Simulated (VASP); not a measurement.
# ZnS (P6_3mc) in VASP: further runs, part 2 of 2

VASP 6.6.1. The steps go on from the part before.

## (3) Electric field gradients, r2SCAN

POSCAR reads:

```
ZnS
1.0
    3.8057964671      0.0000000000      0.0000000000
   -1.9028982335      3.2959164221      0.0000000000
    0.0000000000      0.0000000000      6.2379816300
Zn S
2 2
Direct
    0.3333333333      0.6666666667      0.0001396800
    0.6666666667      0.3333333333      0.5001396800
    0.3333333333      0.6666666667      0.3748603200
    0.6666666667      0.3333333333      0.8748603200
```

INCAR.step1 reads:

```
SYSTEM = ZnS
  ALGO = Normal
  EDIFF = 1E-4
  ENCUT = 520
  GGA = PE
  ISMEAR = -1
  LASPH = .True.
  LCHARG = .False.
  LREAL = .False.
  LWAVE = .True.
  NBANDS = 26
  NELM = 80
  PREC = Accurate
  SIGMA = 0.01
```

INCAR.step2 reads:

```
SYSTEM = ZnS
  ALGO = Normal
  EDIFF = 1E-8
  ENCUT = 520
  ISIF = 2
  ISMEAR = -1
  ISTART = 1
  LASPH = .True.
  LCHARG = .False.
  LEFG = .True.
  LMIXTAU = .True.
  LREAL = .False.
  LWAVE = .False.
  METAGGA = R2SCAN
  NBANDS = 26
  NELM = 80
  PREC = Accurate
  SIGMA = 0.01
```

KPOINTS reads:

```
k-points
0
Gamma
  10 10 6
  0 0 0
```

Potentials or basis: VASP PAW PBE potentials, release 64 (Zn, S).

Launch:

```console
> cat potpaw_PBE.64/Zn/POTCAR potpaw_PBE.64/S/POTCAR > POTCAR
> cp INCAR.step1 INCAR
> mpirun -np 1 vasp_std > vasp.out
> cp INCAR.step2 INCAR
> mpirun -np 1 vasp_std > vasp.out
```

OUTCAR:

```text
SYSTEM = ZnS
   EDIFF = 1E-8
   ENCUT = 520
   ISIF = 2
   ISMEAR = -1
   ISTART = 1
   LASPH = .True.
   LREAL = .False.
   METAGGA = R2SCAN
   NELM = 80
   PREC = Accurate

 ion  position               nearest neighbor table
   1  0.333  0.667  0.000-   4 2.33   4 2.33   4 2.33   3 2.34
   2  0.667  0.333  0.500-   3 2.33   3 2.33   3 2.33   4 2.34
   3  0.333  0.667  0.375-   2 2.33   2 2.33   2 2.33   1 2.34
   4  0.667  0.333  0.875-   1 2.33   1 2.33   1 2.33   2 2.34

  LATTYP: Found a hexagonal cell.
 ALAT       =     3.8057964671
 C/A-ratio  =     1.6390738927

  Lattice vectors:

 A1 = (   3.8057964671,   0.0000000000,   0.0000000000)
 A2 = (  -1.9028982335,   3.2959164221,   0.0000000000)
 A3 = (   0.0000000000,   0.0000000000,   6.2379816300)

Analysis of symmetry for initial positions (statically):
=====================================================================
 Subroutine PRICEL returns:
 Original cell was already a primitive cell.

 Routine SETGRP: Setting up the symmetry group for a
 hexagonal supercell.

 Subroutine GETGRP returns: Found 12 space group operations
 (whereof  6 operations were pure point group operations)
 out of a pool of 24 trial point group operations.

The static configuration has the point symmetry C_3v.
 The point group associated with its full space group is C_6v.

Analysis of symmetry for dynamics (positions and initial velocities):
=====================================================================
 Subroutine PRICEL returns:
 Original cell was already a primitive cell.

 Routine SETGRP: Setting up the symmetry group for a
 hexagonal supercell.

 Subroutine GETGRP returns: Found 12 space group operations
 (whereof  6 operations were pure point group operations)
 out of a pool of 24 trial point group operations.

The dynamic configuration has the point symmetry C_3v.
 The point group associated with its full space group is C_6v.

 Subroutine INISYM returns: Found 12 space group operations
 (whereof  6 operations are pure point group operations),
 and found     1 'primitive' translations

----------------------------------------------------------------------------------------

                                     Primitive cell

  volume of cell :      78.2467

  direct lattice vectors                    reciprocal lattice vectors
     3.805796467  0.000000000  0.000000000     0.262757089  0.151702876  0.000000000
    -1.902898233  3.295916422  0.000000000     0.000000000  0.303405752  0.000000000
     0.000000000  0.000000000  6.237981630     0.000000000  0.000000000  0.160308263

  length of vectors
     3.805796467  3.805796467  6.237981630     0.303405752  0.303405752  0.160308263

  position of ions in fractional coordinates (direct lattice)
     0.333333333  0.666666667  0.000139680
     0.666666667  0.333333333  0.500139680
     0.333333333  0.666666667  0.374860320
     0.666666667  0.333333333  0.874860320

  ion indices of the primitive-cell ions
   primitive index   ion index
                 1           1
[... 89 lines left out ...]
   EFERMI =   0.00;   METHOD = LEGACY
   ISMEAR =    -1;   SIGMA  =   0.01  broadening in eV -4-tet -1-fermi 0-gaus
   EFERMI_NEDOS =   21; number of points for ismear=-14 and -15
   IALGO  =     38    algorithm
   IMIX   =      4    mixing-type and parameters
     AMIX     =   0.40;   BMIX     =  1.00
     AMIX_MAG =   1.60;   BMIX_MAG =  1.00
  volume/ion in A,a.u.               =      19.56       132.01
  Fermi-wavevector in a.u.,A,eV,Ry     =   1.263825  2.388284 21.731966  1.597254
  Thomas-Fermi vector in A             =   2.397162
   LORBIT       =      0    0 simple, 1 ext, 2 COOP (PROOUT), +10 PAW based schemes
   METAGGA = R2SCAN    functional components
   LHFCALC =     F    Hartree Fock is set to
   AEXX    =    0.0000 exact exchange contribution
   IVDW    =     0    specifies the selected vdW correction
   LEPSILON=     F    determine dielectric tensor
   LRPA    =     F    only Hartree local field effects (RPA)
 non-spin polarized calculation
  energy-cutoff  :      520.00
  volume of cell :       78.25
 maximum number of plane-waves:      2132
   NGX = 15   NGY = 15   NGZ = 23

 number of electron      35.9999976 magnetization

 Free energy of the ion-electron system (eV)
  ---------------------------------------------------
  ext. energy  EPLUGINS =         0.00000000
  ---------------------------------------------------
  free energy    TOTEN  =       -37.72367365 eV

  energy without entropy =      -37.72367365  energy(sigma->0) =      -37.72367365

 E-fermi :   2.1258     XC(G=0): -10.3197

 val. band max:        1.9278776552   @ k =   0.0000   0.0000   0.0000
 cond. band min:       4.7263811121   @ k =   0.0000   0.0000   0.0000
 fundamental gap:      2.7985034568
 Fermi energy:         2.1257592253

 k-point     1 :       0.0000    0.0000    0.0000
  band No.  band energies     occupation
      1     -11.8323      2.00000
      2     -10.8678      2.00000
      3      -4.6075      2.00000
      4      -4.5955      2.00000
      5      -4.5955      2.00000
      6      -4.5049      2.00000
[... 685 lines left out ...]
     25      11.8269      0.00000
     26      13.3210      0.00000

 [... further k-points ...]

------------------------ aborting loop because EDIFF is reached ----------------------------------------

  FORCE on cell =-STRESS in cart. coord.  units (eV):
  Direction    XX          YY          ZZ          XY          YZ          ZX
  --------------------------------------------------------------------------------------
  -------------------------------------------------------------------------------------
  Total        0.0780187      0.0780187      0.0956184      0.0000000      0.0000000      0.0000000
  in kB        1.5975096      1.5975096      1.9578811      0.0000000      0.0000000      0.0000000
  external PRESSURE =       1.7176335 kB  Pullay stress =       0.0000000 kB

 VOLUME and BASIS-vectors are now :
 -----------------------------------------------------------------------------
  energy-cutoff  :      520.00
  volume of cell :       78.25
      direct lattice vectors                 reciprocal lattice vectors
     3.805796467  0.000000000  0.000000000     0.262757089  0.151702876  0.000000000
    -1.902898233  3.295916422  0.000000000     0.000000000  0.303405752  0.000000000
     0.000000000  0.000000000  6.237981630     0.000000000  0.000000000  0.160308263

 POSITION                                       TOTAL-FORCE (eV/Angst)
 -----------------------------------------------------------------------------------
     -0.00000      2.19728      0.00087        -0.000000     -0.000000      0.007194
      1.90290      1.09864      3.11986         0.000000      0.000000      0.007194
     -0.00000      2.19728      2.33837        -0.000000      0.000000     -0.007194
      1.90290      1.09864      5.45736        -0.000000     -0.000000     -0.007194
 -----------------------------------------------------------------------------------
    total drift:                               -0.000000      0.000000     -0.009680

  FREE ENERGIE OF THE ION-ELECTRON SYSTEM (eV)
  ---------------------------------------------------
  free  energy   TOTEN  =       -37.7236736467 eV

  energy  without entropy=      -37.7236736467  energy(sigma->0) =      -37.72367365

 Electric field gradients (V/A^2)
---------------------------------------------------------------------
 ion       V_xx      V_yy      V_zz      V_xy      V_xz      V_yz
---------------------------------------------------------------------
   1      -0.427    -0.420     0.847     0.006     0.000    -0.000
   2      -0.427    -0.420     0.847     0.006    -0.000     0.000
   3      -1.220    -1.220     2.440    -0.000     0.000    -0.000
   4      -1.220    -1.220     2.440    -0.000    -0.000     0.000
---------------------------------------------------------------------

 Electric field gradients after diagonalization (V/A^2)
 (convention: |V_zz| > |V_xx| > |V_yy|)
----------------------------------------------------------------------
 ion       V_xx      V_yy      V_zz     asymmetry (V_yy - V_xx)/ V_zz
----------------------------------------------------------------------
   1      -0.430    -0.417     0.847       0.015
   2      -0.430    -0.417     0.847       0.015
   3      -1.221    -1.220     2.440       0.000
   4      -1.221    -1.220     2.440       0.000
----------------------------------------------------------------------

           NMR quadrupolar parameters

 Cq : quadrupolar parameter    Cq=e*Q*V_zz/h
 eta: asymmetry parameters     (V_yy - V_xx)/ V_zz
 Q  : nuclear electric quadrupole moment in mb (millibarn)
----------------------------------------------------------------------
 ion       Cq(MHz)       eta       Q (mb)
----------------------------------------------------------------------
   1       0.002       0.015       1.000
   2       0.002       0.015       1.000
   3       0.006       0.000       1.000
   4       0.006       0.000       1.000
----------------------------------------------------------------------
```

It took 11 min on 1 thread of Intel Xeon 8259CL, shared host; peak memory 0.26 GiB.

What came out:

```yaml
Free_energy: -37.7237 eV
Pressure: 0.2 GPa
Largest_force: 0.007 eV/Å
Band_gap_on_the_k_mesh: 2.80 eV
Largest_electric_field_gradient_by_atom: Zn +0.8; S +2.4 V/Å²
```

Forces on the atoms (eV/Å):
```
Zn   0.000  0.000  0.007
Zn   0.000  0.000  0.007
S    0.000  0.000 -0.007
S    0.000  0.000 -0.007
```

Levels at points of the mesh, in eV from the valence-band top:
```
           k point  band 15  band 16  band 17  band 18  band 19  band 20  band 21  band 22
(0.00, 0.00, 0.00)    -0.92    -0.08     0.00     0.00     2.80     3.61     6.80     6.80
(0.50, 0.00, 0.00)    -3.36    -2.32    -1.72    -0.92     4.04     4.78     5.46     7.38
(0.00, 0.00, 0.50)    -0.48    -0.48    -0.48    -0.48     4.11     4.11     7.25     7.25
(0.50, 0.00, 0.50)    -1.68    -1.68    -1.67    -1.67     3.97     3.97     5.66     5.66
```

Electric field gradients, principal values (V/Å²):
```tsv
atom	least	middle	greatest (by size)
1 Zn	-0.417	-0.430	0.847
2 Zn	-0.417	-0.430	0.847
3 S	-1.220	-1.221	2.440
4 S	-1.220	-1.221	2.440
```

Caveat: without QUAD_EFG the Cq values of the log hold for a quadrupole moment of 1 mb, not for the nuclei; the PAW data sets were made with another functional, which shifts forces and pressure a little. A k mesh can miss the band edges.
